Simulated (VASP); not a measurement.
# Al2O3 (P-3m1) in VASP: further runs

Runs on Al2O3. Level: PBEsol. Tasks: single point.

Program: VASP 6.6.1. These are calculated values, not measurements. Logs are shortened: lines on timing, memory, paths and dates and some standing lists are left out, and cuts for length are marked.

## 1. The cell of the first run

The structure is trigonal, space group P-3m1 (No. 164). The conventional cell has a = 2.935 Å, b = 2.935 Å, c = 7.367 Å, α = 90.00°, β = 90.00°, γ = 120.00°. Al (site symmetry 3m) has 4 O at 1.64 to 1.79 Å within 2.2 Å. Within 2.4 Å of O (site symmetry 3m) lie 3 Al at 1.79 Å. O (site symmetry -3m) has 2 Al at 1.64 Å within 2.2 Å.

## 2. Single point, PBEsol

INCAR

```
  ALGO = Normal
  EDIFF = 1E-7
  ENCUT = 520
  GGA = PS
  ISIF = 2
  ISMEAR = 0
  LASPH = True
  LCHARG = False
  LREAL = False
  LWAVE = False
  NBANDS = 20
  NELM = 80
  PREC = Accurate
  SIGMA = 0.01
```

KPOINTS

```
k-points
0
Gamma
  12 12 4
```

POSCAR

```
Al2O3
1.0
    2.9347702491      0.0000000000      0.0000000000
   -1.4673846383      2.5415856547      0.0000000000
    0.0000000000      0.0000000000      7.3670063363
Al O
2 3
Direct
    0.0000000000      0.0000000000      0.2779510000
    0.0000000000      0.0000000000      0.7220490000
    0.3333333333      0.6666666667      0.1994540000
    0.6666666667      0.3333333333      0.8005460000
    0.0000000000      0.0000000000      0.5000000000
```

Potentials or basis: VASP PAW PBE potentials, release 64 (Al, O).

The run is started by

```sh
$ cat potpaw_PBE.64/Al/POTCAR potpaw_PBE.64/O/POTCAR > POTCAR
$ mpirun -np 1 vasp_std > vasp.out
```

OUTCAR:

```text
EDIFF = 1E-7
   ENCUT = 520
   GGA = PS
   ISIF = 2
   ISMEAR = 0
   LASPH = True
   LREAL = False
   NELM = 80
   PREC = Accurate

 ion  position               nearest neighbor table
   1  0.000  0.000  0.278-   5 1.64   3 1.79   3 1.79   3 1.79   2 3.27
   2  0.000  0.000  0.722-   5 1.64   4 1.79   4 1.79   4 1.79   1 3.27
   3  0.333  0.667  0.199-   1 1.79   1 1.79   1 1.79
   4  0.667  0.333  0.801-   2 1.79   2 1.79   2 1.79
   5  0.000  0.000  0.500-   1 1.64   2 1.64

  LATTYP: Found a hexagonal cell.
 ALAT       =     2.9347702491
 C/A-ratio  =     2.5102497678

  Lattice vectors:

 A1 = (   2.9347702491,   0.0000000000,   0.0000000000)
 A2 = (  -1.4673846383,   2.5415856547,   0.0000000000)
 A3 = (   0.0000000000,   0.0000000000,   7.3670063363)

Analysis of symmetry for initial positions (statically):
=====================================================================
 Subroutine PRICEL returns:
 Original cell was already a primitive cell.

 Routine SETGRP: Setting up the symmetry group for a
 hexagonal supercell.

 Subroutine GETGRP returns: Found 12 space group operations
 (whereof 12 operations were pure point group operations)
 out of a pool of 24 trial point group operations.

The static configuration has the point symmetry D_3d.

Analysis of symmetry for dynamics (positions and initial velocities):
=====================================================================
 Subroutine PRICEL returns:
 Original cell was already a primitive cell.

 Routine SETGRP: Setting up the symmetry group for a
 hexagonal supercell.

 Subroutine GETGRP returns: Found 12 space group operations
 (whereof 12 operations were pure point group operations)
 out of a pool of 24 trial point group operations.

The dynamic configuration has the point symmetry D_3d.

 Subroutine INISYM returns: Found 12 space group operations
 (whereof 12 operations are pure point group operations),
 and found     1 'primitive' translations

----------------------------------------------------------------------------------------

                                     Primitive cell

  volume of cell :      54.9503

  direct lattice vectors                    reciprocal lattice vectors
     2.934770249  0.000000000  0.000000000     0.340742176  0.196727517  0.000000000
    -1.467384638  2.541585655  0.000000000     0.000000000  0.393455164  0.000000000
     0.000000000  0.000000000  7.367006336     0.000000000  0.000000000  0.135740347

  length of vectors
     2.934770249  2.934770062  7.367006336     0.393455139  0.393455164  0.135740347

  position of ions in fractional coordinates (direct lattice)
     0.000000000  0.000000000  0.277951000
     0.000000000  0.000000000  0.722049000
     0.333333333  0.666666667  0.199454000
     0.666666667  0.333333333  0.800546000
     0.000000000  0.000000000  0.500000000

  ion indices of the primitive-cell ions
   primitive index   ion index
                 1           1
                 2           2
                 3           3
                 4           4
                 5           5

----------------------------------------------------------------------------------------

 KPOINTS: k-points

Automatic generation of k-mesh.
 Grid dimensions read from file:
 generate k-points for:   12   12    4

 Generating k-lattice:

  Cartesian coordinates                     Fractional coordinates (reciprocal lattice)
     0.028395181  0.016393960  0.000000000     0.083333333  0.000000000  0.000000000
     0.000000000  0.032787930  0.000000000     0.000000000  0.083333333  0.000000000
     0.000000000  0.000000000  0.033935087     0.000000000  0.000000000  0.250000000

  Length of vectors
     0.032787928  0.032787930  0.033935087

  Shift w.r.t. Gamma in fractional coordinates (k-lattice)
     0.000000000  0.000000000  0.000000000

 Subroutine IBZKPT returns following result:
 ===========================================

 Found     69 irreducible k-points:

 Following reciprocal coordinates:
            Coordinates               Weight
  0.000000  0.000000  0.000000      1.000000
  0.083333 -0.000000  0.000000      6.000000
  0.166667 -0.000000  0.000000      6.000000
  0.250000  0.000000  0.000000      6.000000
  0.333333  0.000000  0.000000      6.000000
  0.416667  0.000000  0.000000      6.000000
[... 16 lines left out ...]
  0.166667 -0.000000  0.250000      6.000000
  0.000000  0.166667  0.250000      6.000000
 [... further k-points ...]
   k-points           NKPTS =     69   k-points in BZ     NKDIM =     69   number of bands    NBANDS=     20
   number of dos      NEDOS =    301   number of ions     NIONS =      5
   total plane-waves  NPLWV =  32256
   dimension x,y,z NGX =    24 NGY =   24 NGZ =   56
   dimension x,y,z NGXF=    48 NGYF=   48 NGZF=  112
   ions per type =               2   3
   NGX,Y,Z   is equivalent  to a cutoff of  13.60, 13.60, 12.64 a.u.
   NGXF,Y,Z  is equivalent  to a cutoff of  27.19, 27.19, 25.27 a.u.
 SYSTEM =  unknown system
   PREC   = accura    normal or accurate (medium, high low for compatibility)
   ISTART =      0    job   : 0-new  1-cont  2-samecut
   ICHARG =      2    charge: 1-file 2-atom 10-const
   ISPIN  =      1    spin polarized calculation?
   LNONCOLLINEAR =      F non collinear calculations
   LSORBIT =      F    spin-orbit coupling
   LASPH  =      T    aspherical Exc in radial PAW
   ENCUT  =  520.0 eV  38.22 Ry    6.18 a.u.   5.46  5.46 13.70*2*pi/ulx,y,z
   NELM   =     80;   NELMIN=  2; NELMDL= -5     # of ELM steps
   EDIFF  = 0.1E-06   stopping-criterion for ELM
   LREAL  =      F    real-space projection
   EDIFFG = 0.1E-05   stopping-criterion for IOM
   NSW    =      0    number of steps for IOM
   IBRION =     -1    ionic relax: 0-MD 1-quasi-New 2-CG
   NFREE  =      0    steps in history (QN), initial steepest desc. (CG)
   ISIF   =      2    stress and relaxation
   ISYM   =      2    0-nonsym 1-usesym 2-fastsym
   POTIM  = 0.5000    time-step for ionic-motion
   TEBEG  =    0.0;   TEEND  =   0.0 temperature during run
   PSTRESS=    0.0 pullay stress
   NELECT =      24.0000    total number of electrons
   NUPDOWN=      -1.0000    fix difference up-down
   EMIN   =  10.00;   EMAX   =-10.00  energy-range for DOS
   EFERMI =   0.00;   METHOD = LEGACY
   ISMEAR =     0;   SIGMA  =   0.01  broadening in eV -4-tet -1-fermi 0-gaus
   EFERMI_NEDOS =   21; number of points for ismear=-14 and -15
   IALGO  =     38    algorithm
   IMIX   =      4    mixing-type and parameters
     AMIX     =   0.40;   BMIX     =  1.00
     AMIX_MAG =   1.60;   BMIX_MAG =  1.00
  volume/ion in A,a.u.               =      10.99        74.16
  Fermi-wavevector in a.u.,A,eV,Ry     =   1.242096  2.347222 20.991113  1.542803
  Thomas-Fermi vector in A             =   2.376466
   LORBIT       =      0    0 simple, 1 ext, 2 COOP (PROOUT), +10 PAW based schemes
   GGA     = PS    functional components
   LHFCALC =     F    Hartree Fock is set to
   AEXX    =    0.0000 exact exchange contribution
   IVDW    =     0    specifies the selected vdW correction
   LEPSILON=     F    determine dielectric tensor
   LRPA    =     F    only Hartree local field effects (RPA)
 non-spin polarized calculation
 Gauss-broadening in eV      SIGMA  =   0.01
  energy-cutoff  :      520.00
  volume of cell :       54.95
 maximum number of plane-waves:      1527
 NGX is ok and might be reduce to    24
   NGX = 11   NGY = 11   NGZ = 27

 number of electron      23.9999993 magnetization

 Free energy of the ion-electron system (eV)
  ---------------------------------------------------
  ext. energy  EPLUGINS =         0.00000000
  ---------------------------------------------------
  free energy    TOTEN  =       -37.61203851 eV

  energy without entropy =      -37.61203851  energy(sigma->0) =      -37.61203851

 E-fermi :   4.5543     XC(G=0): -10.3183

 val. band max:        4.4260589359   @ k =   0.0000   0.0000   0.0000
 cond. band min:       7.2179491622   @ k =   0.0000   0.0000   0.0000
 fundamental gap:      2.7918902263
 Fermi energy:         4.5543242489

 k-point     1 :       0.0000    0.0000    0.0000
  band No.  band energies     occupation
      1     -15.5343      2.00000
      2     -15.2886      2.00000
      3     -12.6132      2.00000
      4      -1.6558      2.00000
      5      -0.3904      2.00000
      6       0.5885      2.00000
[... 12 lines left out ...]
     19      17.1754      0.00000
     20      17.5108      0.00000

 k-point     2 :       0.0833   -0.0000    0.0000
  band No.  band energies     occupation
      1     -15.4711      2.00000
      2     -15.2331      2.00000
      3     -12.5784      2.00000
      4      -1.6220      2.00000
      5      -0.3632      2.00000
      6       0.3084      2.00000
[... 12 lines left out ...]
     19      17.2158      0.00000
     20      17.3548      0.00000

 k-point     3 :       0.1667   -0.0000    0.0000
  band No.  band energies     occupation
      1     -15.2923      2.00000
      2     -15.0774      2.00000
      3     -12.4826      2.00000
      4      -1.6095      2.00000
      5      -0.5722      2.00000
      6      -0.2093      2.00000
[... 12 lines left out ...]
     19      17.1011      0.00000
     20      17.7995      0.00000

 k-point     4 :       0.2500    0.0000    0.0000
  band No.  band energies     occupation
      1     -15.0309      2.00000
      2     -14.8544      2.00000
      3     -12.3507      2.00000
      4      -1.9336      2.00000
      5      -1.4001      2.00000
      6      -0.4288      2.00000
[... 429 lines left out ...]
 k-point    23 :       0.1667   -0.0000    0.2500
  band No.  band energies     occupation
      1     -15.2639      2.00000
      2     -15.1098      2.00000
      3     -12.4768      2.00000
      4      -1.6649      2.00000
      5      -0.5534      2.00000
      6      -0.3793      2.00000
[... 12 lines left out ...]
     19      17.2949      0.00000
     20      17.7276      0.00000

 k-point    24 :       0.0000    0.1667    0.2500
  band No.  band energies     occupation
      1     -15.2625      2.00000
      2     -15.1114      2.00000
      3     -12.4764      2.00000
      4      -1.6798      2.00000
      5      -0.5878      2.00000
      6      -0.3803      2.00000
[... 12 lines left out ...]
     19      17.5991      0.00000
     20      17.8107      0.00000

 [... further k-points ...]
[... 5 lines left out ...]
  --------------------------------------------------------------------------------------
  -------------------------------------------------------------------------------------
  Total        3.4700440      3.4700442      5.3527803      0.0000007      0.0000000      0.0000000
  in kB      101.1755707    101.1755758    156.0702403      0.0000194      0.0000000      0.0000000
  external PRESSURE =     119.4737956 kB  Pullay stress =       0.0000000 kB

 VOLUME and BASIS-vectors are now :
 -----------------------------------------------------------------------------
  energy-cutoff  :      520.00
  volume of cell :       54.95
      direct lattice vectors                 reciprocal lattice vectors
     2.934770249  0.000000000  0.000000000     0.340742176  0.196727517  0.000000000
    -1.467384638  2.541585655  0.000000000     0.000000000  0.393455164  0.000000000
     0.000000000  0.000000000  7.367006336     0.000000000  0.000000000  0.135740347

 POSITION                                       TOTAL-FORCE (eV/Angst)
 -----------------------------------------------------------------------------------
      0.00000      0.00000      2.04767        -0.000000     -0.000000     -0.777924
      0.00000      0.00000      5.31934        -0.000000      0.000000      0.777924
      0.00000      1.69439      1.46938        -0.000000      0.000000     -0.552320
      1.46739      0.84720      5.89763         0.000000     -0.000000      0.552320
      0.00000      0.00000      3.68350        -0.000000      0.000000      0.000000
 -----------------------------------------------------------------------------------
    total drift:                                0.000000      0.000000     -0.000000

  FREE ENERGIE OF THE ION-ELECTRON SYSTEM (eV)
  ---------------------------------------------------
  free  energy   TOTEN  =       -37.6120385095 eV

  energy  without entropy=      -37.6120385095  energy(sigma->0) =      -37.61203851
```

Wall time 99 s (1 thread of AMD EPYC 7R13, shared host); peak memory 0.17 GiB.

What came out:

```yaml
Free_energy: -37.6120 eV
Pressure: 11.9 GPa
Largest_force: 0.778 eV/Å
Band_gap_on_the_k_mesh: 2.79 eV, direct
```

Forces in eV/Å, atoms in the order of the input:
```
Al   0.000  0.000 -0.778
Al   0.000  0.000  0.778
O    0.000  0.000 -0.552
O    0.000  0.000  0.552
O    0.000  0.000  0.000
```

Stress tensor (GPa, compression positive):
```
10.12  0.00  0.00
 0.00 10.12  0.00
 0.00  0.00 15.61
```

Levels at points of the mesh, in eV from the valence-band top:
```csv
k point,band 9,band 10,band 11,band 12,band 13,band 14,band 15,band 16
"(0.00, 0.00, 0.00)",-3.82,-2.41,0.00,0.00,2.79,4.91,7.75,10.98
"(0.50, 0.00, 0.00)",-3.70,-3.25,-1.92,-0.55,4.64,6.51,8.63,9.59
"(0.00, 0.00, 0.50)",-3.81,-3.27,0.00,0.00,3.74,3.94,8.56,9.13
"(0.50, 0.00, 0.50)",-3.62,-3.52,-1.82,-0.55,5.18,5.78,8.72,8.99
```

Caveat: the PAW data sets were made with another functional, which shifts forces and pressure a little. A k mesh can miss the band edges.

## 3. Single point, PBEsol

This run uses another cell than the first one, of 11.31 Å³/atom, 1.029 times its volume.

INCAR

```
SYSTEM = Al2O3
PREC = Accurate
ENCUT = 520
EDIFF = 1E-6
ISMEAR = 0
SIGMA = 0.01
LREAL = .False.
LASPH = .True.
NELM = 80
ALGO = Normal
ISIF = 2
LWAVE = .False.
LCHARG = .False.
GGA = PS
NBANDS = 20
```

KPOINTS

```
regular mesh
0
Gamma
  12 12 4
  0 0 0
```

POSCAR, as its differences from that of step 2:

```diff
@@ -2,5 +2,5 @@
 1.0
-    2.9347702491      0.0000000000      0.0000000000
-   -1.4673846383      2.5415856547      0.0000000000
-    0.0000000000      0.0000000000      7.3670063363
+    2.9628558815      0.0000000000      0.0000000000
+   -1.4814274498      2.5659085264      0.0000000000
+    0.0000000000      0.0000000000      7.4375082883
 Al O
```

Potentials or basis: VASP PAW PBE potentials, release 64 (Al, O).

The run is started by

```sh
$ cat potpaw_PBE.64/Al/POTCAR potpaw_PBE.64/O/POTCAR > POTCAR
$ mpirun -np 1 vasp_std > vasp.out
```

Run time: 1.8 min. Hardware: 1 thread of AMD EPYC 7R13, shared host; peak memory 0.18 GiB.

The run converged. Its results:

```
Free energy            : -37.7030 eV
Pressure               : 6.1 GPa
Largest force          : 0.461 eV/Å
Band gap on the k mesh : 2.58 eV, direct
```

Forces in eV/Å, atoms in the order of the input:
```
Al   0.000  0.000 -0.461
Al   0.000  0.000  0.461
O    0.000  0.000 -0.279
O    0.000  0.000  0.279
O    0.000  0.000  0.000
```

Stress tensor (GPa, compression positive):
```
4.78 0.00 0.00
0.00 4.78 0.00
0.00 0.00 8.69
```

Levels at points of the mesh, in eV from the valence-band top:
```tsv
k point	band 8	band 9	band 10	band 11	band 12	band 13	band 14	band 15	band 16	band 17
(0.00, 0.00, 0.00)	-3.78	-3.78	-2.39	0.00	0.00	2.58	4.66	7.56	10.80	10.81
(0.50, 0.00, 0.00)	-4.38	-3.66	-3.20	-1.87	-0.53	4.58	6.36	8.45	9.32	9.94
(0.00, 0.00, 0.50)	-3.78	-3.76	-3.22	0.00	0.00	3.53	3.69	8.36	8.96	12.34
(0.50, 0.00, 0.50)	-4.43	-3.57	-3.46	-1.78	-0.53	5.09	5.68	8.48	8.83	10.81
```

Caveat: the PAW data sets were made with another functional, which shifts forces and pressure a little. A k mesh can miss the band edges.

## 4. Single point, PBEsol

This run uses another cell than the first one, of 11.63 Å³/atom, 1.058 times its volume.

INCAR

```
PREC = Accurate
ENCUT = 520
EDIFF = 1E-6
ISMEAR = 0
SIGMA = 0.01
LREAL = False
LASPH = True
NELM = 60
ALGO = Normal
ISIF = 2
LWAVE = False
LCHARG = False
GGA = PS
NBANDS = 20
```

KPOINTS

```
regular mesh
0
Gamma
  12 12 4
```

POSCAR, as its differences from that of step 3:

```diff
@@ -2,5 +2,5 @@
 1.0
-    2.9628558815      0.0000000000      0.0000000000
-   -1.4814274498      2.5659085264      0.0000000000
-    0.0000000000      0.0000000000      7.4375082883
+    2.9904189143      0.0000000000      0.0000000000
+   -1.4952089616      2.5897788137      0.0000000000
+    0.0000000000      0.0000000000      7.5066983852
 Al O
```

The run is started by

```sh
$ cat potpaw_PBE.64/Al/POTCAR potpaw_PBE.64/O/POTCAR > POTCAR
$ mpirun -np 1 vasp_std > vasp.out
```

Wall time 1.7 min (1 thread of AMD EPYC 7R13, shared host); peak memory 0.18 GiB.

The run converged. Its results:

```yaml
Free_energy: -37.7393 eV
Pressure: 1.0 GPa
Largest_force: 0.172 eV/Å
Band_gap_on_the_k_mesh: 2.38 eV, direct
```

Forces in eV/Å, atoms in the order of the input:
```
Al   0.000  0.000 -0.172
Al   0.000  0.000  0.172
O    0.000  0.000 -0.033
O    0.000  0.000  0.033
O    0.000  0.000  0.000
```

Stress tensor (GPa, compression positive):
```
0.12 0.00 0.00
0.00 0.12 0.00
0.00 0.00 2.65
```

Levels at points of the mesh, in eV from the valence-band top:
| k point | band 9 | band 10 | band 11 | band 12 | band 13 | band 14 | band 15 | band 16 |
| --- | --- | --- | --- | --- | --- | --- | --- | --- |
| (0.00, 0.00, 0.00) | -3.75 | -2.37 | 0.00 | 0.00 | 2.38 | 4.42 | 7.39 | 10.60 |
| (0.50, 0.00, 0.00) | -3.61 | -3.16 | -1.82 | -0.51 | 4.52 | 6.22 | 8.26 | 9.06 |
| (0.00, 0.00, 0.50) | -3.71 | -3.17 | 0.00 | 0.00 | 3.34 | 3.46 | 8.16 | 8.79 |
| (0.50, 0.00, 0.50) | -3.51 | -3.40 | -1.74 | -0.51 | 4.99 | 5.57 | 8.24 | 8.67 |

Caveat: the PAW data sets were made with another functional, which shifts forces and pressure a little. A k mesh can miss the band edges.

## 5. Summary

```tsv
cell	gap on the mesh (eV)	pressure (GPa)	largest force (eV/Å)
a = 2.935, b = 2.935, c = 7.367 Å, angles 90.0, 90.0, 120.0°, 5 atoms	2.79	11.9	0.78
a = 2.963, b = 2.963, c = 7.438 Å, angles 90.0, 90.0, 120.0°, 5 atoms	2.58	6.1	0.46
a = 2.990, b = 2.990, c = 7.507 Å, angles 90.0, 90.0, 120.0°, 5 atoms	2.38	1.0	0.17
```

Alike in all rows: task single point; level PBEsol; potentials or basis VASP PAW PBE potentials, release 64 (Al, O); no spin polarisation; k mesh 12 × 12 × 4; cutoff (eV) 520; smearing gaussian 0.01 eV.

Caveats: the PAW data sets were made with another functional, which shifts forces and pressure a little.

Absolute energies hang on the potentials; compare differences alone.
